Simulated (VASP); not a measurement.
# NaSe: single point with LDA

Crystal: NaSe.

```
CELL_PARAMETERS angstrom
0.00000 2.99326 2.99326
2.99326 0.00000 2.99326
2.99326 2.99326 0.00000
ATOMIC_POSITIONS crystal
Na 0.00000 0.00000 0.00000
Se 0.50000 0.50000 0.50000
```

```yaml
Program: VASP 6.6.1
Task: single point
Functional: LDA
Potentials_or_basis: VASP PAW LDA potentials, release 64 (Na_pv, Se)
Cutoff: 520 eV
k_mesh: 9 × 9 × 9
Occupations: methfessel-paxton, width 0.15 eV
Spin: no spin polarisation
```

```json
{
 "Pressure": "-3.1 GPa",
 "Band gap on the k mesh": "zero (an odd number of electrons rules out a gap without spin polarisation)"
}
```

Levels at points of the mesh, in eV from the Fermi level:
```csv
k point,band 4,band 5,band 6,band 7,band 8,band 9,band 10,band 11
"(0.00, 0.00, 0.00)",-11.41,0.46,0.46,0.46,3.63,8.69,8.69,8.69
```

Wall time 8 s on 1 thread of Intel(R) Xeon(R) 6975P-C (Granite Rapids), on a shared host, peak memory 0.16 GiB.

Caveat: the cell stands under tension.
